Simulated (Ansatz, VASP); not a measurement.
One calculation of B2Pd3Pt, two programs

```
CELL_PARAMETERS angstrom
4.73862 0.00000 0.00455
0.00000 3.18721 0.00000
-0.09241 0.00000 5.17768
ATOMIC_POSITIONS crystal
B 0.00290 0.00000 0.00348
B 0.49281 0.50000 0.49595
Pd 0.24364 0.50000 0.84249
Pd 0.75605 0.50000 0.15560
Pd 0.74781 0.00000 0.65891
Pt 0.25678 0.00000 0.34356
```

Alike in both runs: functional PBE; k mesh 8 × 10 × 6; occupations gaussian, width 0.1 eV; no spin polarisation.

Ansatz relaxed the structure, and its values are those at the end. VASP's run is a single point on that final structure, the one shown.

|  | VASP | Ansatz |
| --- | --- | --- |
| version | VASP 6.6.1 | Ansatz 0.2.0 |
| potentials or method | VASP PAW PBE potentials, release 64 (B, Pd, Pt), cutoff 520 eV | scalar-relativistic, plane waves, PAW |
| valence electrons in the cell | 46 | 78 |

|  | VASP | Ansatz | Ansatz less VASP |
| --- | --- | --- | --- |
| gap on the k mesh at the Fermi level (eV) | none | none | - |
| pressure (GPa) | 0.1 | 0.0 | -0.06 |
| rms of the force components (eV/Å) | 0.006 | 0.003 | -0.0034 |

A gap of «none» marks a metal or a gap that the smearing closes. VASP's potentials hold 46 valence electrons a cell and Ansatz's 78, so a difference there can come from the potentials and not from the codes.

Neither program's run includes spin-orbit coupling.
